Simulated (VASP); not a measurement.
The system is MnB3Ir.

```
Mn B Ir
1.0
     3.76976    0.00000    0.00000
     0.00000    3.76976    0.00000
     0.00000    0.00000    3.76976
Mn B Ir
1 3 1
Direct
  0.00000 0.00000 0.00000
  0.00000 0.50000 0.50000
  0.50000 0.50000 0.00000
  0.50000 0.00000 0.50000
  0.50000 0.50000 0.50000
```

* Program: VASP 6.6.1
* Task: relaxation of cell and atoms
* Functional: PBE
* Potentials or basis: VASP PAW PBE potentials, release 64 (Mn_pv, B, Ir)
* Cutoff: 600 eV
* k mesh: 4 × 4 × 4
* Occupations: gaussian, width 0.1 eV
* Spin: collinear spin, ferromagnetic start
* Starting moments: [4.0, 0.0, 0.0, 0.0, 0.0] μB

At the start: pressure 52.9 GPa; volume 10.71 Å³/atom.

Problem. Where does the relaxation end?

Solution. Over 6 steps the energy falls by 386.6 meV/atom and the volume is 13.53 Å³/atom (+26.2 %); space group Pm-3m (No. 221, to 0.05 Å); moment 4.16 μB per cell.

Step by step:
```csv
step,energy change (eV),largest force (eV/Å),pressure (GPa),volume (Å³)
1,0.0000,0.0000,52.89,53.57
2,2.1662,0.0000,-23.57,85.94
3,-1.6340,0.0000,14.32,62.28
4,-1.8786,0.0000,-4.08,68.98
5,-1.9322,0.0000,0.77,67.33
6,-1.9330,0.0000,0.02,67.63
```

Final structure:
```cif
data_structure
_symmetry_space_group_name_H-M 'P 1'
_symmetry_Int_Tables_number 1
_cell_length_a 4.0742
_cell_length_b 4.0742
_cell_length_c 4.0742
_cell_angle_alpha 90.000
_cell_angle_beta 90.000
_cell_angle_gamma 90.000
_cell_volume 67.63
loop_
_atom_site_label
_atom_site_type_symbol
_atom_site_fract_x
_atom_site_fract_y
_atom_site_fract_z
_atom_site_occupancy
Mn1 Mn 0.00000 0.00000 0.00000 1
B1 B 0.00000 0.50000 0.50000 1
B2 B 0.50000 0.50000 0.00000 1
B3 B 0.50000 0.00000 0.50000 1
Ir1 Ir 0.50000 0.50000 0.50000 1
```

Caveat: the k points lie up to 0.39 Å⁻¹ apart in the final cell; the volume moved by over 15 % at a fixed basis, so the end points are rough; a cell with one magnetic atom can't hold antiferromagnetic order, which such compounds often take.
